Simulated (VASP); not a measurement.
# Al2Pt in VASP: a series of runs

Al2Pt is run at these levels: PBE; tasks: single point, relaxation of cell and atoms.

Everything below comes from runs of VASP 6.6.1. Logs are shortened: lines on timing, memory, paths and dates and some standing lists are left out, and cuts for length are marked.

## Step 1: The cell of the first run

The typed cell holds 6 atoms: a = 6.032 Å, b = 6.024 Å, c = 2.766 Å, α = 90.00°, β = 90.00°, γ = 90.00°.

The cell was built from a structure type or drawn by symmetry, and may not be a known phase.

## Step 2: Single point, PBE

File INCAR:

```
PREC     = Accurate       # precision mode
ENCUT    = 520            # plane-wave cutoff, eV
EDIFF    = 1E-6           # SCF threshold, eV
ISMEAR   = 0              # smearing method
SIGMA    = 0.1            # smearing width, eV
LREAL    = False          # projectors in reciprocal space
LASPH    = True           # aspherical terms in the spheres
NELM     = 100            # most SCF steps
ALGO     = Normal         # electronic algorithm
ISIF     = 2              # what is computed and relaxed
LWAVE    = False          # write WAVECAR
LCHARG   = True           # write CHGCAR
GGA      = PE             # functional
LELF     = True           # ELF
LVHAR    = True         
NBANDS   = 25             # bands
```

File KPOINTS:

```
regular mesh
0
Gamma
  4 4 6
```

File POSCAR:

```
Al2Pt
1.0
    6.0320612423      0.0000000000      0.0000000000
    0.0000000000      6.0240348787      0.0000000000
    0.0000000000      0.0000000000      2.7660587759
Al Pt
4 2
Direct
    0.6633998851      0.3372469197      0.5000000000
    0.3366001149      0.6627530803      0.5000000000
    0.1633998851      0.1627530803      0.5000000000
    0.8366001149      0.8372469197      0.5000000000
    0.0000000000      0.5000000000      0.0000000000
    0.5000000000      0.0000000000      0.0000000000
```

Potentials or basis: VASP PAW PBE potentials, release 64 (Al, Pt).

Started as:

```sh
$ cat potpaw_PBE.64/Al/POTCAR potpaw_PBE.64/Pt/POTCAR > POTCAR
$ mpirun -np 1 vasp_std > vasp.out
```

OUTCAR:

```text
PREC = Accurate
   ENCUT = 520
   EDIFF = 1E-6
   ISMEAR = 0
   LREAL = False
   LASPH = True
   NELM = 100
   ISIF = 2
   GGA = PE

 ion  position               nearest neighbor table
   1  0.663  0.337  0.500-   5 2.65   5 2.65   6 2.65   6 2.65   2 2.78   4 3.19   4 3.19   3 3.19
                             3 3.19
   2  0.337  0.663  0.500-   5 2.65   5 2.65   6 2.65   6 2.65   1 2.78   3 3.19   3 3.19   4 3.19
                             4 3.19
   3  0.163  0.163  0.500-   6 2.65   6 2.65   5 2.65   5 2.65   4 2.78   2 3.19   2 3.19   1 3.19
                             1 3.19
   4  0.837  0.837  0.500-   6 2.65   6 2.65   5 2.65   5 2.65   3 2.78   1 3.19   1 3.19   2 3.19
                             2 3.19
   5  0.000  0.500  0.000-   1 2.65   2 2.65   1 2.65   2 2.65   3 2.65   4 2.65   3 2.65   4 2.65

   6  0.500  0.000  0.000-   3 2.65   4 2.65   3 2.65   4 2.65   1 2.65   2 2.65   1 2.65   2 2.65

  LATTYP: Found a simple orthorhombic cell.
 ALAT       =     2.7660587759
 B/A-ratio  =     2.1778405185
 C/A-ratio  =     2.1807422513

  Lattice vectors:

 A1 = (   0.0000000000,   0.0000000000,  -2.7660587759)
 A2 = (   0.0000000000,   6.0240348787,   0.0000000000)
 A3 = (   6.0320612423,   0.0000000000,   0.0000000000)

Analysis of symmetry for initial positions (statically):
=====================================================================
 Subroutine PRICEL returns:
 Original cell was already a primitive cell.

 Routine SETGRP: Setting up the symmetry group for a
 simple orthorhombic supercell.

 Subroutine GETGRP returns: Found  8 space group operations
 (whereof  4 operations were pure point group operations)
 out of a pool of  8 trial point group operations.

The static configuration has the point symmetry C_2h.
 The point group associated with its full space group is D_2h.

Analysis of symmetry for dynamics (positions and initial velocities):
=====================================================================
 Subroutine PRICEL returns:
 Original cell was already a primitive cell.

 Routine SETGRP: Setting up the symmetry group for a
 simple orthorhombic supercell.

 Subroutine GETGRP returns: Found  8 space group operations
 (whereof  4 operations were pure point group operations)
 out of a pool of  8 trial point group operations.

The dynamic configuration has the point symmetry C_2h.
 The point group associated with its full space group is D_2h.

 Subroutine INISYM returns: Found  8 space group operations
 (whereof  4 operations are pure point group operations),
 and found     1 'primitive' translations

----------------------------------------------------------------------------------------

                                     Primitive cell

  volume of cell :     100.5112

  direct lattice vectors                    reciprocal lattice vectors
     6.032061242  0.000000000  0.000000000     0.165780810  0.000000000  0.000000000
     0.000000000  6.024034879  0.000000000     0.000000000  0.166001695  0.000000000
     0.000000000  0.000000000  2.766058776     0.000000000  0.000000000  0.361525217

  length of vectors
     6.032061242  6.024034879  2.766058776     0.165780810  0.166001695  0.361525217

  position of ions in fractional coordinates (direct lattice)
     0.663399885  0.337246920  0.500000000
     0.336600115  0.662753080  0.500000000
     0.163399885  0.162753080  0.500000000
     0.836600115  0.837246920  0.500000000
     0.000000000  0.500000000  0.000000000
     0.500000000  0.000000000  0.000000000

  ion indices of the primitive-cell ions
   primitive index   ion index
                 1           1
                 2           2
                 3           3
                 4           4
                 5           5
                 6           6

----------------------------------------------------------------------------------------

 KPOINTS: regular mesh

Automatic generation of k-mesh.
 Grid dimensions read from file:
 generate k-points for:    4    4    6

 Generating k-lattice:

  Cartesian coordinates                     Fractional coordinates (reciprocal lattice)
     0.041445203  0.000000000  0.000000000     0.250000000  0.000000000  0.000000000
     0.000000000  0.041500424  0.000000000     0.000000000  0.250000000  0.000000000
     0.000000000  0.000000000  0.060254203     0.000000000  0.000000000  0.166666667

  Length of vectors
     0.041445203  0.041500424  0.060254203

  Shift w.r.t. Gamma in fractional coordinates (k-lattice)
     0.000000000  0.000000000  0.000000000

 Subroutine IBZKPT returns following result:
 ===========================================

 Found     36 irreducible k-points:

 Following reciprocal coordinates:
            Coordinates               Weight
  0.000000  0.000000  0.000000      1.000000
  0.250000  0.000000  0.000000      2.000000
  0.500000  0.000000  0.000000      1.000000
  0.000000  0.250000  0.000000      2.000000
  0.250000  0.250000  0.000000      4.000000
  0.500000  0.250000  0.000000      2.000000
[... 16 lines left out ...]
  0.250000  0.250000  0.333333      8.000000
  0.500000  0.250000  0.333333      4.000000
 [... further k-points ...]
   k-points           NKPTS =     36   k-points in BZ     NKDIM =     36   number of bands    NBANDS=     25
   number of dos      NEDOS =    301   number of ions     NIONS =      6
   total plane-waves  NPLWV =  55296
   dimension x,y,z NGX =    48 NGY =   48 NGZ =   24
   dimension x,y,z NGXF=    96 NGYF=   96 NGZF=   48
   ions per type =               4   2
   NGX,Y,Z   is equivalent  to a cutoff of  13.23, 13.25, 14.42 a.u.
   NGXF,Y,Z  is equivalent  to a cutoff of  26.46, 26.49, 28.85 a.u.
 SYSTEM =  unknown system
   PREC   = accura    normal or accurate (medium, high low for compatibility)
   ISTART =      0    job   : 0-new  1-cont  2-samecut
   ICHARG =      2    charge: 1-file 2-atom 10-const
   ISPIN  =      1    spin polarized calculation?
   LNONCOLLINEAR =      F non collinear calculations
   LSORBIT =      F    spin-orbit coupling
   LASPH  =      T    aspherical Exc in radial PAW
   ENCUT  =  520.0 eV  38.22 Ry    6.18 a.u.  11.22 11.20  5.14*2*pi/ulx,y,z
   NELM   =    100;   NELMIN=  2; NELMDL= -5     # of ELM steps
   EDIFF  = 0.1E-05   stopping-criterion for ELM
   LREAL  =      F    real-space projection
   EDIFFG = 0.1E-04   stopping-criterion for IOM
   NSW    =      0    number of steps for IOM
   IBRION =     -1    ionic relax: 0-MD 1-quasi-New 2-CG
   NFREE  =      0    steps in history (QN), initial steepest desc. (CG)
   ISIF   =      2    stress and relaxation
   ISYM   =      2    0-nonsym 1-usesym 2-fastsym
   POTIM  = 0.5000    time-step for ionic-motion
   TEBEG  =    0.0;   TEEND  =   0.0 temperature during run
   PSTRESS=    0.0 pullay stress
   NELECT =      32.0000    total number of electrons
   NUPDOWN=      -1.0000    fix difference up-down
   EMIN   =  10.00;   EMAX   =-10.00  energy-range for DOS
   EFERMI =   0.00;   METHOD = LEGACY
   ISMEAR =     0;   SIGMA  =   0.10  broadening in eV -4-tet -1-fermi 0-gaus
   EFERMI_NEDOS =   21; number of points for ismear=-14 and -15
   IALGO  =     38    algorithm
   IMIX   =      4    mixing-type and parameters
     AMIX     =   0.40;   BMIX     =  1.00
     AMIX_MAG =   1.60;   BMIX_MAG =  1.00
  volume/ion in A,a.u.               =      16.75       113.05
  Fermi-wavevector in a.u.,A,eV,Ry     =   1.117858  2.112445 17.001927  1.249606
  Thomas-Fermi vector in A             =   2.254484
   LORBIT       =      0    0 simple, 1 ext, 2 COOP (PROOUT), +10 PAW based schemes
   GGA     = PE    functional components
   LHFCALC =     F    Hartree Fock is set to
   AEXX    =    0.0000 exact exchange contribution
   IVDW    =     0    specifies the selected vdW correction
   LEPSILON=     F    determine dielectric tensor
   LRPA    =     F    only Hartree local field effects (RPA)
 non-spin polarized calculation
 Gauss-broadening in eV      SIGMA  =   0.10
  energy-cutoff  :      520.00
  volume of cell :      100.51
 maximum number of plane-waves:      2740
 NGX is ok and might be reduce to    48

 number of electron      32.0000005 magnetization

 Free energy of the ion-electron system (eV)
  ---------------------------------------------------
  ext. energy  EPLUGINS =         0.00000000
  ---------------------------------------------------
  free energy    TOTEN  =       -31.01792097 eV

  energy without entropy =      -31.00646140  energy(sigma->0) =      -31.01219118

 E-fermi :   8.5866     XC(G=0): -10.9387

 val. band max:        8.5863237346   @ k =   0.0000   0.5000   0.0000
 cond. band min:       8.5995457575   @ k =   0.2500   0.2500   0.3333
 fundamental gap:      0.0132220229
 Fermi energy:         8.5865986525

 k-point     1 :       0.0000    0.0000    0.0000
  band No.  band energies     occupation
      1      -2.1591      2.00000
      2       0.7714      2.00000
      3       1.3197      2.00000
      4       2.3615      2.00000
      5       2.3699      2.00000
      6       2.3797      2.00000
[... 17 lines left out ...]
     24      16.8096      0.00000
     25      16.8200      0.00000

 k-point     2 :       0.2500    0.0000    0.0000
  band No.  band energies     occupation
      1      -1.8924      2.00000
      2       0.0252      2.00000
      3       1.3936      2.00000
      4       2.2306      2.00000
      5       2.3454      2.00000
      6       2.3713      2.00000
[... 17 lines left out ...]
     24      16.9588      0.00000
     25      16.9910      0.00000

 k-point     3 :       0.5000    0.0000    0.0000
  band No.  band energies     occupation
      1      -1.1192      2.00000
      2      -1.1192      2.00000
      3       1.8494      2.00000
      4       1.8494      2.00000
      5       2.3411      2.00000
      6       2.3411      2.00000
[... 552 lines left out ...]
 k-point    23 :       0.2500    0.2500    0.3333
  band No.  band energies     occupation
      1       0.6201      2.00000
      2       1.7873      2.00000
      3       2.0930      2.00000
      4       2.6085      2.00000
      5       3.2633      2.00000
      6       3.4688      2.00000
[... 17 lines left out ...]
     24      14.3247      0.00000
     25      14.8533      0.00000

 k-point    24 :       0.5000    0.2500    0.3333
  band No.  band energies     occupation
      1       1.1946      2.00000
      2       1.1946      2.00000
      3       2.2626      2.00000
      4       2.2626      2.00000
      5       3.3045      2.00000
      6       3.3045      2.00000
[... 17 lines left out ...]
     24      13.3275      0.00000
     25      14.6048      0.00000

 [... further k-points ...]

------------------------ aborting loop because EDIFF is reached ----------------------------------------

  FORCE on cell =-STRESS in cart. coord.  units (eV):
  Direction    XX          YY          ZZ          XY          YZ          ZX
  --------------------------------------------------------------------------------------
  -------------------------------------------------------------------------------------
  Total       -0.0192912     -0.0077591     -0.0538532      0.0000000      0.0000000      0.0000000
  in kB       -0.3075073     -0.1236829     -0.8584351      0.0000000      0.0000000      0.0000000
  external PRESSURE =      -0.4298751 kB  Pullay stress =       0.0000000 kB

 VOLUME and BASIS-vectors are now :
 -----------------------------------------------------------------------------
  energy-cutoff  :      520.00
  volume of cell :      100.51
      direct lattice vectors                 reciprocal lattice vectors
     6.032061242  0.000000000  0.000000000     0.165780810  0.000000000  0.000000000
     0.000000000  6.024034879  0.000000000     0.000000000  0.166001695  0.000000000
     0.000000000  0.000000000  2.766058776     0.000000000  0.000000000  0.361525217

 POSITION                                       TOTAL-FORCE (eV/Angst)
 -----------------------------------------------------------------------------------
      4.00167      2.03159      1.38303        -0.021788      0.001046      0.000000
      2.03039      3.99245      1.38303         0.021788     -0.001046     -0.000000
      0.98564      0.98043      1.38303        -0.021788     -0.001046     -0.000000
      5.04642      5.04360      1.38303         0.021788      0.001046      0.000000
      0.00000      3.01202      0.00000         0.000000      0.000000      0.000000
      3.01603      0.00000      0.00000         0.000000      0.000000      0.000000
 -----------------------------------------------------------------------------------
    total drift:                                0.000000      0.000000      0.000000

  FREE ENERGIE OF THE ION-ELECTRON SYSTEM (eV)
  ---------------------------------------------------
  free  energy   TOTEN  =       -31.0179209734 eV

  energy  without entropy=      -31.0064613954  energy(sigma->0) =      -31.01219118
```

Run time: 28 s. Hardware: 1 thread of Intel Xeon 6975P-C (Granite Rapids), shared host; peak memory 0.26 GiB.

What came out:

* Free energy: -31.0179 eV
* Pressure: 0.0 GPa
* Largest force: 0.022 eV/Å
* Band gap on the k mesh: zero (bands 16 and 17 overlap by 2.52 eV)

Forces in eV/Å, atoms in the order of the input:
```
Al  -0.022  0.001  0.000
Al   0.022 -0.001  0.000
Al  -0.022 -0.001  0.000
Al   0.022  0.001  0.000
Pt   0.000  0.000  0.000
Pt   0.000  0.000  0.000
```

Caveat: the k points lie up to 0.38 Å⁻¹ apart, too coarse for converged energies and pressures of a metal; spin-orbit coupling is left out, which moves the levels of the heavy elements.

## Step 3: Single point, PBE

This run uses another cell than the first one, of the same volume but with other edges.

File INCAR:

```
SYSTEM = Al2Pt
PREC = Accurate
ENCUT = 520
EDIFF = 1E-7
ISMEAR = 0
SIGMA = 0.1
LREAL = .False.
LASPH = .True.
NELM = 60
ALGO = Fast
ISIF = 2
LWAVE = .False.
LCHARG = .False.
GGA = PE
NBANDS = 25
```

File KPOINTS:

```
Automatic mesh
0
Gamma
  6 6 14
  0 0 0
```

File POSCAR:

```
Al2Pt
1.0
    5.9583368189      0.0000000000      0.0000000000
    0.0000000000      5.9583368189      0.0000000000
    0.0000000000      0.0000000000      2.8367026132
Al Pt
4 2
Direct
    0.6658637449      0.8341362551      0.5000000000
    0.3341362551      0.1658637449      0.5000000000
    0.1658637449      0.6658637449      0.5000000000
    0.8341362551      0.3341362551      0.5000000000
    0.0000000000      0.0000000000      0.0000000000
    0.5000000000      0.5000000000      0.0000000000
```

Potentials or basis: VASP PAW PBE potentials, release 64 (Al, Pt).

Started as:

```sh
$ cat potpaw_PBE.64/Al/POTCAR potpaw_PBE.64/Pt/POTCAR > POTCAR
$ mpirun -np 1 vasp_std > vasp.out
```

OUTCAR:

```text
SYSTEM = Al2Pt
   PREC = Accurate
   ENCUT = 520
   EDIFF = 1E-7
   ISMEAR = 0
   LREAL = .False.
   LASPH = .True.
   NELM = 60
   ISIF = 2
   GGA = PE

 ion  position               nearest neighbor table
   1  0.666  0.834  0.500-   5 2.64   6 2.64   5 2.64   6 2.64   2 2.80   3 3.14   4 3.14   4 3.14
                             3 3.14
   2  0.334  0.166  0.500-   5 2.64   6 2.64   5 2.64   6 2.64   1 2.80   3 3.14   4 3.14   3 3.14
                             4 3.14
   3  0.166  0.666  0.500-   5 2.64   6 2.64   5 2.64   6 2.64   4 2.80   2 3.14   1 3.14   2 3.14
                             1 3.14
   4  0.834  0.334  0.500-   5 2.64   6 2.64   5 2.64   6 2.64   3 2.80   2 3.14   1 3.14   1 3.14
                             2 3.14
   5  0.000  0.000  0.000-   1 2.64   2 2.64   3 2.64   4 2.64   1 2.64   2 2.64   3 2.64   4 2.64

   6  0.500  0.500  0.000-   1 2.64   2 2.64   3 2.64   4 2.64   1 2.64   2 2.64   3 2.64   4 2.64

  LATTYP: Found a simple tetragonal cell.
 ALAT       =     5.9583368189
 C/A-ratio  =     0.4760896706

  Lattice vectors:

 A1 = (   5.9583368189,   0.0000000000,   0.0000000000)
 A2 = (   0.0000000000,   5.9583368189,   0.0000000000)
 A3 = (   0.0000000000,   0.0000000000,   2.8367026132)
[... 191 lines left out ...]
 fundamental gap:      0.0069861012
 Fermi energy:         8.4865844445

 k-point     1 :       0.0000    0.0000    0.0000
  band No.  band energies     occupation
      1      -2.1693      2.00000
      2       0.8711      2.00000
      3       1.4501      2.00000
      4       2.4560      2.00000
      5       2.4560      2.00000
      6       2.5859      2.00000
[... 661 lines left out ...]
     24      14.5768      0.00000
     25      16.8958      0.00000

 [... further k-points ...]

------------------------ aborting loop because EDIFF is reached ----------------------------------------

  FORCE on cell =-STRESS in cart. coord.  units (eV):
  Direction    XX          YY          ZZ          XY          YZ          ZX
  --------------------------------------------------------------------------------------
  -------------------------------------------------------------------------------------
  Total       -0.0989002     -0.0989002     -0.0747731      0.0000000     -0.0000000     -0.0000000
  in kB       -1.5734165     -1.5734165     -1.1895763      0.0000000     -0.0000000     -0.0000000
  external PRESSURE =      -1.4454698 kB  Pullay stress =       0.0000000 kB

 VOLUME and BASIS-vectors are now :
 -----------------------------------------------------------------------------
  energy-cutoff  :      520.00
  volume of cell :      100.71
      direct lattice vectors                 reciprocal lattice vectors
     5.958336819  0.000000000  0.000000000     0.167832070  0.000000000  0.000000000
     0.000000000  5.958336819  0.000000000     0.000000000  0.167832070  0.000000000
     0.000000000  0.000000000  2.836702613     0.000000000  0.000000000  0.352521972

 POSITION                                       TOTAL-FORCE (eV/Angst)
 -----------------------------------------------------------------------------------
      3.96744      4.97006      1.41835         0.001706     -0.001706     -0.000000
      1.99090      0.98827      1.41835        -0.001706      0.001706      0.000000
      0.98827      3.96744      1.41835         0.001706      0.001706      0.000000
      4.97006      1.99090      1.41835        -0.001706     -0.001706     -0.000000
      0.00000      0.00000      0.00000         0.000000      0.000000      0.000000
      2.97917      2.97917      0.00000         0.000000      0.000000      0.000000
 -----------------------------------------------------------------------------------
    total drift:                               -0.000000     -0.000000      0.000000

  FREE ENERGIE OF THE ION-ELECTRON SYSTEM (eV)
  ---------------------------------------------------
  free  energy   TOTEN  =       -30.9814617479 eV

  energy  without entropy=      -30.9693690922  energy(sigma->0) =      -30.97541542
```

Run time: 76 s. Hardware: 1 thread of Intel Xeon 6975P-C (Granite Rapids), shared host; peak memory 0.34 GiB.

What came out:

* Free energy: -30.9815 eV
* Pressure: -0.1 GPa
* Band gap on the k mesh: zero (bands 16 and 17 overlap by 2.55 eV)

Forces on the atoms (eV/Å):
```
Al   0.002 -0.002  0.000
Al  -0.002  0.002  0.000
Al   0.002  0.002  0.000
Al  -0.002 -0.002  0.000
Pt   0.000  0.000  0.000
Pt   0.000  0.000  0.000
```

Caveat: spin-orbit coupling is left out, which moves the levels of the heavy elements.

[end of part 1 of 2]
